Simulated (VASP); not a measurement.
# Pb (Fm-3m) in VASP: single point with PBEsol

Aim: the single point of Pb with PBEsol.

All numbers are computed with VASP 6.6.1; they aren't measurements. Logs are shortened: lines on timing, memory, paths and dates and some standing lists are left out, and cuts for length are marked.

## (1) The cell of the first run

The structure is cubic, space group Fm-3m (No. 225). The conventional cell has a = 6.964 Å, b = 6.964 Å, c = 6.964 Å, α = 90.00°, β = 90.00°, γ = 90.00°.

## (2) Single point, PBEsol

INCAR reads:

```
  PREC = Accurate
  ENCUT = 520
  EDIFF = 1E-6
  ISMEAR = -1
  SIGMA = 0.1
  LREAL = False
  LASPH = True
  NELM = 80
  ALGO = Normal
  ISIF = 2
  LWAVE = False
  LCHARG = True
  GGA = PS
  LELF = True
  LVHAR = True
  NBANDS = 13
```

KPOINTS reads:

```
regular mesh
0
Gamma
  6 6 6
```

POSCAR reads:

```
Pb
1.0
    0.0000000000      3.4819960000      3.4819960000
    3.4819960000      0.0000000000      3.4819960000
    3.4819960000      3.4819960000      0.0000000000
Pb
1
Direct
    0.5000000000      0.5000000000      0.5000000000
```

Potentials or basis: VASP PAW PBE potentials, release 64 (Pb_d).

Run with:

```bash
$ cat potpaw_PBE.64/Pb_d/POTCAR > POTCAR
$ mpirun -np 1 vasp_std > vasp.out
```

OUTCAR:

```text
PREC = Accurate
   ENCUT = 520
   EDIFF = 1E-6
   ISMEAR = -1
   LREAL = False
   LASPH = True
   NELM = 80
   ISIF = 2
   GGA = PS

 ion  position               nearest neighbor table
   1  0.500  0.500  0.500-

  LATTYP: Found a face centered cubic cell.
 ALAT       =     6.9639920000

  Lattice vectors:

 A1 = (   0.0000000000,   3.4819960000,   3.4819960000)
 A2 = (   3.4819960000,   0.0000000000,   3.4819960000)
 A3 = (   3.4819960000,   3.4819960000,   0.0000000000)

Analysis of symmetry for initial positions (statically):
=====================================================================
 Subroutine PRICEL returns:
 Original cell was already a primitive cell.

 Routine SETGRP: Setting up the symmetry group for a
 face centered cubic supercell.

 Subroutine GETGRP returns: Found 48 space group operations
 (whereof 48 operations were pure point group operations)
 out of a pool of 48 trial point group operations.

The static configuration has the point symmetry O_h .

Analysis of symmetry for dynamics (positions and initial velocities):
=====================================================================
 Subroutine PRICEL returns:
 Original cell was already a primitive cell.

 Routine SETGRP: Setting up the symmetry group for a
 face centered cubic supercell.

 Subroutine GETGRP returns: Found 48 space group operations
 (whereof 48 operations were pure point group operations)
 out of a pool of 48 trial point group operations.

The dynamic configuration has the point symmetry O_h .

 Subroutine INISYM returns: Found 48 space group operations
 (whereof 48 operations are pure point group operations),
 and found     1 'primitive' translations

----------------------------------------------------------------------------------------

                                     Primitive cell

  volume of cell :      84.4335

  direct lattice vectors                    reciprocal lattice vectors
     0.000000000  3.481996000  3.481996000    -0.143595800  0.143595800  0.143595800
     3.481996000  0.000000000  3.481996000     0.143595800 -0.143595800  0.143595800
     3.481996000  3.481996000  0.000000000     0.143595800  0.143595800 -0.143595800

  length of vectors
     4.924285967  4.924285967  4.924285967     0.248715221  0.248715221  0.248715221

  position of ions in fractional coordinates (direct lattice)
     0.500000000  0.500000000  0.500000000

  ion indices of the primitive-cell ions
   primitive index   ion index
                 1           1

----------------------------------------------------------------------------------------

 KPOINTS: regular mesh

Automatic generation of k-mesh.
 Grid dimensions read from file:
 generate k-points for:    6    6    6

 Generating k-lattice:

  Cartesian coordinates                     Fractional coordinates (reciprocal lattice)
    -0.023932633  0.023932633  0.023932633     0.166666667  0.000000000  0.000000000
     0.023932633 -0.023932633  0.023932633     0.000000000  0.166666667  0.000000000
     0.023932633  0.023932633 -0.023932633     0.000000000  0.000000000  0.166666667

  Length of vectors
     0.041452537  0.041452537  0.041452537

  Shift w.r.t. Gamma in fractional coordinates (k-lattice)
     0.000000000  0.000000000  0.000000000

 Subroutine IBZKPT returns following result:
 ===========================================

 Found     16 irreducible k-points:

 Following reciprocal coordinates:
            Coordinates               Weight
  0.000000  0.000000  0.000000      1.000000
  0.166667  0.000000  0.000000      8.000000
  0.333333  0.000000  0.000000      8.000000
  0.500000  0.000000  0.000000      4.000000
  0.166667  0.166667  0.000000      6.000000
  0.333333  0.166667  0.000000     24.000000
[... 8 lines left out ...]
 -0.333333  0.333333  0.166667     24.000000
 -0.333333  0.500000  0.166667     12.000000
   k-points           NKPTS =     16   k-points in BZ     NKDIM =     16   number of bands    NBANDS=     13
   number of dos      NEDOS =    301   number of ions     NIONS =      1
   total plane-waves  NPLWV =  64000
   dimension x,y,z NGX =    40 NGY =   40 NGZ =   40
   dimension x,y,z NGXF=    80 NGYF=   80 NGZF=   80
   ions per type =               1
   NGX,Y,Z   is equivalent  to a cutoff of  13.50, 13.50, 13.50 a.u.
   NGXF,Y,Z  is equivalent  to a cutoff of  27.01, 27.01, 27.01 a.u.
 SYSTEM =  unknown system
   PREC   = accura    normal or accurate (medium, high low for compatibility)
   ISTART =      0    job   : 0-new  1-cont  2-samecut
   ICHARG =      2    charge: 1-file 2-atom 10-const
   ISPIN  =      1    spin polarized calculation?
   LNONCOLLINEAR =      F non collinear calculations
   LSORBIT =      F    spin-orbit coupling
   LASPH  =      T    aspherical Exc in radial PAW
   ENCUT  =  520.0 eV  38.22 Ry    6.18 a.u.   9.16  9.16  9.16*2*pi/ulx,y,z
   NELM   =     80;   NELMIN=  2; NELMDL= -5     # of ELM steps
   EDIFF  = 0.1E-05   stopping-criterion for ELM
   LREAL  =      F    real-space projection
[... 7 lines left out ...]
   TEBEG  =    0.0;   TEEND  =   0.0 temperature during run
   PSTRESS=    0.0 pullay stress
   NELECT =      14.0000    total number of electrons
   NUPDOWN=      -1.0000    fix difference up-down
   EMIN   =  10.00;   EMAX   =-10.00  energy-range for DOS
   EFERMI =   0.00;   METHOD = LEGACY
   ISMEAR =    -1;   SIGMA  =   0.10  broadening in eV -4-tet -1-fermi 0-gaus
   EFERMI_NEDOS =   21; number of points for ismear=-14 and -15
   IALGO  =     38    algorithm
   IMIX   =      4    mixing-type and parameters
     AMIX     =   0.40;   BMIX     =  1.00
     AMIX_MAG =   1.60;   BMIX_MAG =  1.00
  volume/ion in A,a.u.               =      84.43       569.79
  Fermi-wavevector in a.u.,A,eV,Ry     =   0.899386  1.699592 11.005676  0.808894
  Thomas-Fermi vector in A             =   2.022213
   LORBIT       =      0    0 simple, 1 ext, 2 COOP (PROOUT), +10 PAW based schemes
   GGA     = PS    functional components
   LHFCALC =     F    Hartree Fock is set to
   AEXX    =    0.0000 exact exchange contribution
   IVDW    =     0    specifies the selected vdW correction
   LEPSILON=     F    determine dielectric tensor
   LRPA    =     F    only Hartree local field effects (RPA)
 non-spin polarized calculation
  energy-cutoff  :      520.00
  volume of cell :       84.43
 maximum number of plane-waves:      2301
 NGX is ok and might be reduce to    40
   NGX = 19   NGY = 19   NGZ = 19

 number of electron      13.9999999 magnetization

 Free energy of the ion-electron system (eV)
  ---------------------------------------------------
  ext. energy  EPLUGINS =         0.00000000
  ---------------------------------------------------
  free energy    TOTEN  =        -2.02910941 eV

  energy without entropy =       -1.99096309  energy(sigma->0) =       -2.01003625

 E-fermi :   0.0729     XC(G=0):  -6.3242

 val. band max:        0.0224393957   @ k =  -0.1667   0.1667   0.0000
 cond. band min:       0.1572831282   @ k =  -0.3333   0.3333   0.1667
 fundamental gap:      0.1348437325
 Fermi energy:         0.0729352278

 k-point     1 :       0.0000    0.0000    0.0000
  band No.  band energies     occupation
      1     -17.3834      2.00000
      2     -17.3834      2.00000
      3     -17.3834      2.00000
      4     -17.3809      2.00000
      5     -17.3809      2.00000
      6      -8.5354      2.00000
      7       2.0069      0.00000
      8       2.0069      0.00000
      9       2.0069      0.00000
     10       3.1091      0.00000
     11       7.4583      0.00000
     12       7.4583      0.00000
     13       7.4583      0.00000

 k-point     2 :       0.1667    0.0000    0.0000
  band No.  band energies     occupation
      1     -17.3830      2.00000
      2     -17.3828      2.00000
      3     -17.3828      2.00000
      4     -17.3805      2.00000
      5     -17.3805      2.00000
      6      -8.4461      2.00000
      7       0.7078      0.00349
      8       1.9007      0.00000
      9       1.9007      0.00000
     10       4.2161      0.00000
     11       6.7240      0.00000
     12       7.6605      0.00000
     13       7.6605      0.00000

 k-point     3 :       0.3333    0.0000    0.0000
  band No.  band energies     occupation
      1     -17.3830      2.00000
      2     -17.3830      2.00000
      3     -17.3822      2.00000
      4     -17.3779      2.00000
      5     -17.3779      2.00000
      6      -8.2515      2.00000
      7      -0.5876      1.99730
      8       1.7120      0.00000
      9       1.7120      0.00000
     10       4.4610      0.00000
     11       7.2688      0.00000
     12       7.2688      0.00000
     13       7.4547      0.00000
[... 177 lines left out ...]
 k-point    15 :      -0.3333    0.3333    0.1667
  band No.  band energies     occupation
      1     -17.3830      2.00000
      2     -17.3813      2.00000
      3     -17.3793      2.00000
      4     -17.3792      2.00000
      5     -17.3760      2.00000
      6      -8.0474      2.00000
      7      -0.5476      1.99597
      8       0.1573      0.60161
      9       0.9728      0.00025
     10       5.5083      0.00000
     11       6.1690      0.00000
     12       7.6220      0.00000
     13       8.1793      0.00000

 k-point    16 :      -0.3333    0.5000    0.1667
  band No.  band energies     occupation
      1     -17.3836      2.00000
      2     -17.3829      2.00000
      3     -17.3785      2.00000
      4     -17.3779      2.00000
      5     -17.3751      2.00000
      6      -8.0143      2.00000
      7      -0.5102      1.99415
      8       0.2637      0.25840
      9       0.5935      0.01092
     10       4.8965      0.00000
     11       5.9681      0.00000
     12       8.0727      0.00000
     13       8.3808      0.00000

------------------------ aborting loop because EDIFF is reached ----------------------------------------

  FORCE on cell =-STRESS in cart. coord.  units (eV):
  Direction    XX          YY          ZZ          XY          YZ          ZX
  --------------------------------------------------------------------------------------
  -------------------------------------------------------------------------------------
  Total       -2.3420327     -2.3420327     -2.3420327      0.0000000     -0.0000000     -0.0000000
  in kB      -44.4415021    -44.4415021    -44.4415021      0.0000000     -0.0000000     -0.0000000
  external PRESSURE =     -44.4415021 kB  Pullay stress =       0.0000000 kB

 VOLUME and BASIS-vectors are now :
 -----------------------------------------------------------------------------
  energy-cutoff  :      520.00
  volume of cell :       84.43
      direct lattice vectors                 reciprocal lattice vectors
     0.000000000  3.481996000  3.481996000    -0.143595800  0.143595800  0.143595800
     3.481996000  0.000000000  3.481996000     0.143595800 -0.143595800  0.143595800
     3.481996000  3.481996000  0.000000000     0.143595800  0.143595800 -0.143595800

 POSITION                                       TOTAL-FORCE (eV/Angst)
 -----------------------------------------------------------------------------------
      3.48200      3.48200      3.48200        -0.000000     -0.000000      0.000000
 -----------------------------------------------------------------------------------
    total drift:                               -0.000000     -0.000000      0.000000

  FREE ENERGIE OF THE ION-ELECTRON SYSTEM (eV)
  ---------------------------------------------------
  free  energy   TOTEN  =        -2.0291094064 eV

  energy  without entropy=       -1.9909630941  energy(sigma->0) =       -2.01003625
```

Run time: 21 s. Hardware: 1 thread of Intel Xeon 6975P-C, shared host; peak memory 0.23 GiB.

Results:

- Free energy: -2.0291 eV
- Pressure: -4.4 GPa
- Band gap on the k mesh: zero (band 7 reaches 2.01 eV, above the bottom of band 8 at -0.22 eV)

Levels at points of the mesh, in eV from the Fermi level:
```csv
k point,band 5,band 6,band 7,band 8,band 9,band 10
"(0.00, 0.00, 0.00)",-17.45,-8.61,1.93,1.93,1.93,3.04
"(0.50, 0.00, 0.00)",-17.45,-8.22,-1.16,1.55,1.55,4.28
"(0.50, 0.50, 0.00)",-17.45,-8.09,-0.88,0.78,0.78,3.75
```

Caveat: the PAW data sets were made with another functional, which shifts forces and pressure a little; spin-orbit coupling is left out, which moves the levels of the heavy elements.
